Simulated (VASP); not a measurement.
# Na (Im-3m) in VASP: molecular dynamics with PBE+D3(BJ)

Aim: the molecular dynamics of Na with PBE+D3(BJ).

Program: VASP 6.6.1. These are calculated values, not measurements. Logs are shortened: lines on timing, memory, paths and dates and some standing lists are left out, and cuts for length are marked.

### 1 The cell of the first run

It takes space group Im-3m (No. 229, cubic). Conventional cell: a = 4.367 Å, b = 4.367 Å, c = 4.367 Å, α = 90.00°, β = 90.00°, γ = 90.00°. Na (site symmetry m-3m) has 14 Na at 3.78 to 4.37 Å within 5.0 Å.

### 2 Molecular dynamics, PBE+D3(BJ)

Input file INCAR:

```
SYSTEM = Na
ALGO = Normal ; EDIFF = 1E-5
ENCUT = 520 ; GGA = PE
IBRION = 0 ; ISIF = 2
ISMEAR = -1 ; ISYM = 0
IVDW = 12 ; LANGEVIN_GAMMA = 20
LASPH = .TRUE. ; LCHARG = .FALSE.
LREAL = Auto ; LWAVE = .FALSE.
MDALGO = 3 ; NELM = 60
NELMIN = 4 ; NSW = 40
POTIM = 2.0 ; PREC = Accurate
RANDOM_SEED = 144766 0 0 ; SIGMA = 0.1
TEBEG = 900.0 ; TEEND = 900.0
```

Input file KPOINTS:

```
k-points
0
G
  1 1 1
  0 0 0
```

Input file POSCAR:

```
Na
1.0
    8.7330900000      0.0000000000      0.0000000000
    0.0000000000      8.7330900000      0.0000000000
    0.0000000000      0.0000000000      8.7330900000
Na
16
Direct
    0.0000000000      0.0000000000      0.0000000000
    0.5000000000      0.0000000000      0.0000000000
    0.0000000000      0.5000000000      0.0000000000
    0.0000000000      0.0000000000      0.5000000000
    0.2500000000      0.2500000000      0.2500000000
    0.5000000000      0.5000000000      0.0000000000
    0.5000000000      0.0000000000      0.5000000000
    0.7500000000      0.2500000000      0.2500000000
    0.0000000000      0.5000000000      0.5000000000
    0.2500000000      0.7500000000      0.2500000000
    0.2500000000      0.2500000000      0.7500000000
    0.5000000000      0.5000000000      0.5000000000
    0.7500000000      0.7500000000      0.2500000000
    0.7500000000      0.2500000000      0.7500000000
    0.2500000000      0.7500000000      0.7500000000
    0.7500000000      0.7500000000      0.7500000000
```

Potentials or basis: VASP PAW PBE potentials, release 64 (Na_pv).

Run with:

```bash
$ cat potpaw_PBE.64/Na_pv/POTCAR > POTCAR
$ mpirun -np 1 vasp_gam > vasp.out
```

OUTCAR:

```text
SYSTEM = Na
   EDIFF = 1E-5
   ENCUT = 520
   GGA = PE
   IBRION = 0
   ISIF = 2
   ISMEAR = -1
   ISYM = 0
   IVDW = 12
   LASPH = .TRUE.
   LREAL = Auto
   NELM = 60
   NELMIN = 4
   NSW = 40
   POTIM = 2.0
   PREC = Accurate
   TEBEG = 900.0
 IVDW          = 12

 ion  position               nearest neighbor table
   1  0.000  0.000  0.000-
   2  0.500  0.000  0.000-
   3  0.000  0.500  0.000-
   4  0.000  0.000  0.500-
   5  0.250  0.250  0.250-
   6  0.500  0.500  0.000-
[... 8 lines left out ...]
  15  0.250  0.750  0.750-
  16  0.750  0.750  0.750-

IMPORTANT INFORMATION: All symmetrisations will be switched off!
NOSYMM: (Re-)initialisation of all symmetry stuff for point group C_1.

----------------------------------------------------------------------------------------

                                     Primitive cell

  volume of cell :     666.0454

  direct lattice vectors                    reciprocal lattice vectors
     8.733090000  0.000000000  0.000000000     0.114507007  0.000000000  0.000000000
     0.000000000  8.733090000  0.000000000     0.000000000  0.114507007  0.000000000
     0.000000000  0.000000000  8.733090000     0.000000000  0.000000000  0.114507007

  length of vectors
     8.733090000  8.733090000  8.733090000     0.114507007  0.114507007  0.114507007

  position of ions in fractional coordinates (direct lattice)
     0.000000000  0.000000000  0.000000000
     0.500000000  0.000000000  0.000000000
     0.000000000  0.500000000  0.000000000
     0.000000000  0.000000000  0.500000000
     0.250000000  0.250000000  0.250000000
     0.500000000  0.500000000  0.000000000
[... 8 lines left out ...]
     0.250000000  0.750000000  0.750000000
     0.750000000  0.750000000  0.750000000

  ion indices of the primitive-cell ions
   primitive index   ion index
                 1           1
                 2           2
                 3           3
                 4           4
                 5           5
                 6           6
[... 8 lines left out ...]
                15          15
                16          16

----------------------------------------------------------------------------------------

 KPOINTS: k-points

Automatic generation of k-mesh.
 Grid dimensions read from file:
 generate k-points for:    1    1    1

 Generating k-lattice:

  Cartesian coordinates                     Fractional coordinates (reciprocal lattice)
     0.114507007  0.000000000  0.000000000     1.000000000  0.000000000  0.000000000
     0.000000000  0.114507007  0.000000000     0.000000000  1.000000000  0.000000000
[... 31 lines left out ...]
   LASPH  =      T    aspherical Exc in radial PAW
   ENCUT  =  520.0 eV  38.22 Ry    6.18 a.u.  16.24 16.24 16.24*2*pi/ulx,y,z
   NELM   =     60;   NELMIN=  4; NELMDL= -5     # of ELM steps
   EDIFF  = 0.1E-04   stopping-criterion for ELM
   LREAL  =      T    real-space projection
   EDIFFG = 0.1E-03   stopping-criterion for IOM
   NSW    =     40    number of steps for IOM
   IBRION =      0    ionic relax: 0-MD 1-quasi-New 2-CG
   NFREE  =      0    steps in history (QN), initial steepest desc. (CG)
   ISIF   =      2    stress and relaxation
   ISYM   =      0    0-nonsym 1-usesym 2-fastsym
   POTIM  = 2.0000    time-step for ionic-motion
   TEBEG  =  900.0;   TEEND  = 900.0 temperature during run
   PSTRESS=    0.0 pullay stress
   NELECT =     112.0000    total number of electrons
   NUPDOWN=      -1.0000    fix difference up-down
   EMIN   =  10.00;   EMAX   =-10.00  energy-range for DOS
   EFERMI =   0.00;   METHOD = LEGACY
   ISMEAR =    -1;   SIGMA  =   0.10  broadening in eV -4-tet -1-fermi 0-gaus
   EFERMI_NEDOS =   21; number of points for ismear=-14 and -15
   IALGO  =     38    algorithm
   IMIX   =      4    mixing-type and parameters
     AMIX     =   0.40;   BMIX     =  1.00
     AMIX_MAG =   1.60;   BMIX_MAG =  1.00
  volume/ion in A,a.u.               =      41.63       280.92
  Fermi-wavevector in a.u.,A,eV,Ry     =   0.903607  1.707570 11.109232  0.816506
  Thomas-Fermi vector in A             =   2.026953
   LORBIT       =      0    0 simple, 1 ext, 2 COOP (PROOUT), +10 PAW based schemes
   GGA     = PE    functional components
   LHFCALC =     F    Hartree Fock is set to
   AEXX    =    0.0000 exact exchange contribution
   IVDW    =    12    specifies the selected vdW correction
   LEPSILON=     F    determine dielectric tensor
   LRPA    =     F    only Hartree local field effects (RPA)
 molecular dynamics for ions
 non-spin polarized calculation
  energy-cutoff  :      520.00
  volume of cell :      666.05
 maximum number of plane-waves:      8923
 NGX is ok and might be reduce to    70
   NGX = 33   NGY = 33   NGZ = 33

--------------------------------------- Ionic step        1  -------------------------------------------

 number of electron     111.9999785 magnetization

 Free energy of the ion-electron system (eV)
  ---------------------------------------------------
  ext. energy  EPLUGINS =         0.00000000
  ---------------------------------------------------
  free energy    TOTEN  =       -19.28632423 eV

  energy without entropy =      -18.71710601  energy(sigma->0) =      -19.00171512

------------------------ aborting loop because EDIFF is reached ----------------------------------------

 Edisp (eV)   -2.20707

 E8    (eV) :    -1.0846
[... 173 lines left out ...]
  ENERGY OF THE ELECTRON-ION-THERMOSTAT SYSTEM (eV)
  ---------------------------------------------------
% ion-electron   TOTEN  =       -21.487643  see above
  kinetic energy EKIN   =         2.243261
  kin. lattice  EKIN_LAT=         0.000000  (temperature 1084.66 K)
  nose potential ES     =         0.000000
  nose kinetic   EPS    =         0.000000
  ---------------------------------------------------
  total energy   ETOTAL =       -19.244382 eV

[... ionic steps 4 to 37 ...]

--------------------------------------- Ionic step       38  -------------------------------------------

 number of electron     111.9999986 magnetization

------------------------ aborting loop because EDIFF is reached ----------------------------------------
[... 123 lines left out ...]
--------------------------------------- Ionic step       40  -------------------------------------------

 number of electron     112.0000007 magnetization

 Free energy of the ion-electron system (eV)
  ---------------------------------------------------
  ext. energy  EPLUGINS =         0.00000000
  ---------------------------------------------------
  free energy    TOTEN  =       -17.80756590 eV

  energy without entropy =      -17.31112080  energy(sigma->0) =      -17.55934335

 E-fermi :   0.5123     XC(G=0):  -6.1525

 val. band max:       -0.7765769603   @ k =   0.0000   0.0000   0.0000
 cond. band min:       0.5736079247   @ k =   0.0000   0.0000   0.0000
 fundamental gap:      1.3501848850
 Fermi energy:         0.5122618276

 k-point     1 :       0.0000    0.0000    0.0000
  band No.  band energies     occupation
      1     -25.1917      2.00000
      2     -25.1774      2.00000
      3     -25.1437      2.00000
      4     -25.1401      2.00000
      5     -25.1366      2.00000
      6     -25.1183      2.00000
[... 112 lines left out ...]
  ENERGY OF THE ELECTRON-ION-THERMOSTAT SYSTEM (eV)
  ---------------------------------------------------
% ion-electron   TOTEN  =       -19.986224  see above
  kinetic energy EKIN   =         2.028675
  kin. lattice  EKIN_LAT=         0.000000  (temperature  980.90 K)
  nose potential ES     =         0.000000
  nose kinetic   EPS    =         0.000000
  ---------------------------------------------------
  total energy   ETOTAL =       -17.957548 eV
```

OSZICAR:

```text
N       E                     dE             d eps       ncg     rms          rms(c)
[... 260 lines left out ...]
       N       E                     dE             d eps       ncg     rms          rms(c)
DAV:   1    -0.178024324474E+02    0.64013E-01   -0.21875E+00   153   0.700E+00    0.768E-02
DAV:   2    -0.178074039205E+02   -0.49715E-02   -0.51018E-02   134   0.125E+00    0.262E-02
DAV:   3    -0.178075775182E+02   -0.17360E-03   -0.19668E-03   153   0.268E-01    0.262E-02
DAV:   4    -0.178075787200E+02   -0.12018E-05   -0.12243E-04   131   0.637E-02    0.220E-02
DAV:   5    -0.178075653109E+02    0.13409E-04   -0.29031E-05    91   0.844E-02    0.454E-03
DAV:   6    -0.178075658978E+02   -0.58691E-06   -0.11728E-05    67   0.268E-02
     40 T=   981. E= -.17957548E+02 F= -.19986224E+02 E0= -.19738001E+02  EK= 0.20287E+01 SP= 0.00E+00 SK= 0.00E+00
```

CONTCAR:

```text
Na
   1.00000000000000
     8.7330900000000007    0.0000000000000000    0.0000000000000000
     0.0000000000000000    8.7330900000000007    0.0000000000000000
     0.0000000000000000    0.0000000000000000    8.7330900000000007
  Na
    16
Direct
    -0.0280369464049626    0.0549804696161614    0.0146767316079217
     0.5377037470791544    0.0416861796606864   -0.0320737201649975
    -0.0288433333376666    0.5279070122974632   -0.0115525527077989
    -0.0135270225023753    0.0028182624322884    0.5253642819201811
     0.2243787066972793    0.2475281613946657    0.2861429398123568
     0.4564582936644554    0.4665599851581068    0.0402333531517994
[... 8 lines left out ...]
     0.2478873169338070    0.7632979398594699    0.7156852032029974
     0.6990024208738655    0.7921662643905525    0.8109055269695360

 -0.69296671E-02 -0.12354590E-03  0.35344571E-03
 -0.22102256E-02 -0.89859439E-02 -0.17659043E-02
 -0.10601546E-01  0.19442005E-03  0.15394796E-02
 -0.47305186E-02 -0.29101621E-02 -0.37729088E-02
 -0.41455725E-02  0.66345744E-02  0.39802886E-02
 -0.47375792E-02 -0.96086826E-02 -0.19123504E-02
[... 8 lines left out ...]
  0.32601476E-02 -0.10275378E-01 -0.91568630E-02
  0.36260755E-02 -0.14461843E-03  0.41397023E-02

           1
   2.00000000000000
  0.10000000E+01  0.00000000E+00  0.00000000E+00  0.00000000E+00
  0.97037606E+00  0.54952176E-01  0.14757676E-01
  0.53719757E+00  0.39628273E-01  0.96752186E+00
  0.96872876E+00  0.52795154E+00  0.98880001E+00
  0.98538962E+00  0.21517945E-02  0.52450023E+00
  0.22342931E+00  0.24904757E+00  0.28705448E+00
  0.45537332E+00  0.46435946E+00  0.39795398E-01
[... 40 lines left out ...]
  0.00000000E+00  0.00000000E+00  0.00000000E+00
  0.00000000E+00  0.00000000E+00  0.00000000E+00
```

It took 14 min on 1 thread of Intel Xeon 6975P-C (Granite Rapids), shared host; peak memory 0.76 GiB.

Results:

| Property | Result |
| --- | --- |
| Dispersion energy per atom | -0.136 eV |

Caveat: the k points lie up to 0.72 Å⁻¹ apart.
